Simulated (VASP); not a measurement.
# W3C (Cmcm) in VASP: a series of runs, part 2 of 2

VASP 6.6.1.

### Step 3. Single point, PBE

INCAR

```
PREC = Accurate ; ENCUT = 520
EDIFF = 1E-6 ; ISMEAR = 0
SIGMA = 0.1 ; LREAL = F
LASPH = T ; NELM = 100
ALGO = Normal ; ISIF = 2
LWAVE = F ; LCHARG = F
GGA = PE ; NBANDS = 56
```

KPOINTS

```
regular mesh
0
Gamma
  4 4 4
```

POSCAR

```
W3C
1.0
    2.7922177058     -7.1973230439      0.0000000000
    2.7922177058      7.1973230439      0.0000000000
    0.0000000000      0.0000000000      2.7775496624
W C
6 2
Direct
    0.2416293903      0.7583706097      0.2500000000
    0.7583706097      0.2416293903      0.7500000000
    0.1505787377      0.3225588267      0.2500000000
    0.8494212623      0.6774411733      0.7500000000
    0.3225588267      0.1505787377      0.7500000000
    0.6774411733      0.8494212623      0.2500000000
    0.6440883578      0.3559116422      0.2500000000
    0.3559116422      0.6440883578      0.7500000000
```

Potentials or basis: VASP PAW PBE potentials, release 64 (W_sv, C).

The run is started by

```console
$ cat potpaw_PBE.64/W_sv/POTCAR potpaw_PBE.64/C/POTCAR > POTCAR
$ mpirun -np 1 vasp_std > vasp.out
```

OUTCAR:

```text
PREC = Accurate
   ENCUT = 520
   EDIFF = 1E-6
   ISMEAR = 0
   LREAL = F
   LASPH = T
   NELM = 100
   ISIF = 2
   GGA = PE

 ion  position               nearest neighbor table
   1  0.242  0.758  0.250-   8 2.15   8 2.15   3 2.88   6 2.88   5 2.95   4 2.95   5 2.95   4 2.95
                             2 3.13   2 3.13   2 3.13   2 3.13
   2  0.758  0.242  0.750-   7 2.15   7 2.15   4 2.88   5 2.88   3 2.95   3 2.95   6 2.95   6 2.95
                             1 3.13   1 3.13   1 3.13   1 3.13
   3  0.151  0.323  0.250-   8 2.19   8 2.19   6 2.64   5 2.84   5 2.84   1 2.88   6 2.94   2 2.95
                             2 2.95
   4  0.849  0.677  0.750-   7 2.19   7 2.19   5 2.64   6 2.84   6 2.84   2 2.88   5 2.94   1 2.95
                             1 2.95
   5  0.323  0.151  0.750-   7 2.19   7 2.19   4 2.64   3 2.84   3 2.84   2 2.88   4 2.94   1 2.95
                             1 2.95
   6  0.677  0.849  0.250-   8 2.19   8 2.19   3 2.64   4 2.84   4 2.84   1 2.88   3 2.94   2 2.95
                             2 2.95
   7  0.644  0.356  0.250-   2 2.15   2 2.15   5 2.19   4 2.19   4 2.19   5 2.19
   8  0.356  0.644  0.750-   1 2.15   1 2.15   6 2.19   3 2.19   3 2.19   6 2.19

  LATTYP: Found a base centered orthorhombic cell.
 ALAT       =     5.5844354116
 B/A-ratio  =     2.5776367756
 C/A-ratio  =     0.4973734062

  Lattice vectors:

 A1 = (   2.7922177058,  -7.1973230439,   0.0000000000)
 A2 = (   2.7922177058,   7.1973230439,   0.0000000000)
 A3 = (   0.0000000000,   0.0000000000,   2.7775496624)

Analysis of symmetry for initial positions (statically):
=====================================================================
 Subroutine PRICEL returns:
 Original cell was already a primitive cell.

 Routine SETGRP: Setting up the symmetry group for a
 base centered orthorhombic supercell.

 Subroutine GETGRP returns: Found  8 space group operations
 (whereof  4 operations were pure point group operations)
 out of a pool of  8 trial point group operations.

The static configuration has the point symmetry C_2h.
 The point group associated with its full space group is D_2h.

[... 148 lines left out ...]
   AEXX    =    0.0000 exact exchange contribution
   IVDW    =     0    specifies the selected vdW correction
   LEPSILON=     F    determine dielectric tensor
   LRPA    =     F    only Hartree local field effects (RPA)
 non-spin polarized calculation
 Gauss-broadening in eV      SIGMA  =   0.10
  energy-cutoff  :      520.00
  volume of cell :      111.64
 maximum number of plane-waves:      3040
 NGX is ok and might be reduce to    60
   NGX = 29   NGY = 29   NGZ = 11

 number of electron      92.0000007 magnetization

 Free energy of the ion-electron system (eV)
  ---------------------------------------------------
  ext. energy  EPLUGINS =         0.00000000
  ---------------------------------------------------
  free energy    TOTEN  =       -92.61823716 eV

  energy without entropy =      -92.58854372  energy(sigma->0) =      -92.60339044

 E-fermi :  10.4087     XC(G=0): -13.2976

 val. band max:       10.4050625807   @ k =   0.5000   0.0000   0.0000
 cond. band min:      10.4177038998   @ k =   0.2500   0.2500   0.5000
 fundamental gap:      0.0126413191
 Fermi energy:        10.4086784068

 k-point     1 :       0.0000    0.0000    0.0000
  band No.  band energies     occupation
      1     -63.6106      2.00000
      2     -63.5819      2.00000
      3     -63.5131      2.00000
      4     -63.4842      2.00000
      5     -63.4630      2.00000
      6     -63.4264      2.00000
[... 1228 lines left out ...]
     55      14.5047      0.00000
     56      14.5047      0.00000

------------------------ aborting loop because EDIFF is reached ----------------------------------------

  FORCE on cell =-STRESS in cart. coord.  units (eV):
  Direction    XX          YY          ZZ          XY          YZ          ZX
  --------------------------------------------------------------------------------------
  -------------------------------------------------------------------------------------
  Total        0.6004223      0.4630852      0.5622895      0.0000000      0.0000000      0.0000000
  in kB        8.6169847      6.6459859      8.0697202      0.0000000      0.0000000      0.0000000
  external PRESSURE =       7.7775636 kB  Pullay stress =       0.0000000 kB

 VOLUME and BASIS-vectors are now :
 -----------------------------------------------------------------------------
  energy-cutoff  :      520.00
  volume of cell :      111.64
      direct lattice vectors                 reciprocal lattice vectors
     2.792217706 -7.197323044  0.000000000     0.179069132 -0.069470273  0.000000000
     2.792217706  7.197323044  0.000000000     0.179069132  0.069470273  0.000000000
     0.000000000  0.000000000  2.777549662     0.000000000  0.000000000  0.360029566

 POSITION                                       TOTAL-FORCE (eV/Angst)
 -----------------------------------------------------------------------------------
      2.79222      3.71915      0.69439         0.000000      0.035915      0.000000
      2.79222     -3.71915      2.08316         0.000000     -0.035915      0.000000
      1.32110      1.23780      0.69439        -0.024551     -0.028181      0.000000
      4.26333     -1.23780      2.08316         0.024551      0.028181     -0.000000
      1.32110     -1.23780      2.08316        -0.024551      0.028181     -0.000000
      4.26333      1.23780      0.69439         0.024551     -0.028181      0.000000
      2.79222     -2.07410      0.69439         0.000000     -0.023704     -0.000000
      2.79222      2.07410      2.08316         0.000000      0.023704     -0.000000
 -----------------------------------------------------------------------------------
    total drift:                               -0.000000      0.000000      0.000000

  FREE ENERGIE OF THE ION-ELECTRON SYSTEM (eV)
  ---------------------------------------------------
  free  energy   TOTEN  =       -92.6182371586 eV

  energy  without entropy=      -92.5885437241  energy(sigma->0) =      -92.60339044
```

Run time: 12 min. Hardware: 1 thread of AMD EPYC, shared host; peak memory 0.29 GiB.

What came out:

```
Free energy            : -92.6182 eV
Pressure               : 0.8 GPa
Largest force          : 0.037 eV/Å
Band gap on the k mesh : zero (band 46 reaches 10.93 eV, above the bottom of band 47 at 9.92 eV)
```

Forces in eV/Å, atoms in the order of the input:
```
W    0.000  0.036  0.000
W    0.000 -0.036  0.000
W   -0.025 -0.028  0.000
W    0.025  0.028  0.000
W   -0.025  0.028  0.000
W    0.025 -0.028  0.000
C    0.000 -0.024  0.000
C    0.000  0.024  0.000
```

Caveat: the k points lie up to 0.57 Å⁻¹ apart; spin-orbit coupling is left out, which moves the levels of the heavy elements.
